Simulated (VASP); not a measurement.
## Se: single point with RPBE

Se:

```
CELL_PARAMETERS angstrom
3.61451 0.00000 0.00000
-1.80725 3.13026 0.00000
0.00000 0.00000 3.75369
ATOMIC_POSITIONS crystal
Se 0.33333 0.66667 0.25000
Se 0.66667 0.33333 0.75000
```

This isn't the form of Se at room conditions, which is trigonal, of chains.

```yaml
Program: VASP 6.6.1
Task: single point
Functional: RPBE
Potentials_or_basis: VASP PAW PBE potentials, release 64 (Se)
Cutoff: 520 eV
k_mesh: 11 × 11 × 9
Occupations: fermi-dirac, width 0.1 eV
Spin: no spin polarisation
```

* Pressure: 5.8 GPa
* Band gap on the k mesh: zero (bands 6 and 7 overlap by 2.00 eV)

Stress tensor (GPa, compression positive):
```
4.99 0.00 0.00
0.00 4.99 0.00
0.00 0.00 7.43
```

Levels at points of the mesh, in eV from the Fermi level:
```csv
k point,band 4,band 5,band 6,band 7,band 8,band 9
"(0.00, 0.00, 0.00)",-2.48,-2.48,0.83,0.83,3.63,4.02
```

It took 12 s on 1 thread of Intel(R) Xeon(R) 6975P-C (Granite Rapids), on a shared host, peak memory 0.17 GiB.

Caveat: the cell stands under pressure; the PAW data sets were made with another functional, which shifts forces and pressure a little.
